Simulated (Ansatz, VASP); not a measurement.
## Tl: VASP beside Ansatz

INCAR

```
SYSTEM = Tl
PREC = Accurate
ENCUT = 600
EDIFF = 1E-7
ISMEAR = 0
SIGMA = 0.1
LREAL = .False.
LASPH = .True.
NELM = 100
ALGO = Normal
ISIF = 3
LWAVE = .False.
LCHARG = .False.
GGA = PE
IBRION = 2
NSW = 80
EDIFFG = -0.01
```

File KPOINTS:

```
Automatic mesh
0
Gamma
  14 14 14
  0 0 0
```

POSCAR

```
Tl
1.0
   -1.9870199694      1.9870199694      1.9870199694
    1.9870199694     -1.9870199694      1.9870199694
    1.9870199694      1.9870199694     -1.9870199694
Tl
1
Direct
    0.0000000000      0.0000000000      0.0000000000
```

Input for Ansatz:

```yaml
crystal:
  lattice:
    - [-1.9870199694, 1.9870199694, 1.9870199694]
    - [1.9870199694, -1.9870199694, 1.9870199694]
    - [1.9870199694, 1.9870199694, -1.9870199694]
  atoms:
    - { symbol: Tl, position: [0.0, 0.0, 0.0] }
basis:
  ecutwfc: 420
kpoints:
  mp_grid: { grid: [14, 14, 14] }
hamiltonian:
  xc: pbe
scf:
  occupations: { method: gaussian, width: 0.1 }
output:
  forces: true
  stress: true
  eigenvalues: true
relax:
  adjacent_minimum: "off"
  f_tol: 0.01
  max_steps: 60
  cell: { stress_tol: 0.1 }
```

Alike in both runs: task relaxation of cell and atoms; functional PBE; k mesh 14 × 14 × 14; occupations gaussian, width 0.1 eV; no spin polarisation.

```csv
,VASP,Ansatz
version,VASP 6.6.1,Ansatz 0.2.0
potentials or method,"VASP PAW PBE potentials, release 64 (Tl_d), cutoff 600 eV","scalar-relativistic, plane waves, PAW"
valence electrons in the cell,13,13
```

```csv
,VASP,Ansatz,Ansatz less VASP
"gap on the k mesh at the Fermi level, each at its own relaxed structure (eV)",none,none,-
relaxed volume (Å³/atom),31.33,31.38,+0.046
relaxed cell length with the largest relative difference (Å),3.440,3.442,+0.0017
```

A gap of «none» marks a metal or a gap that the smearing closes.

Neither program's run includes spin-orbit coupling.
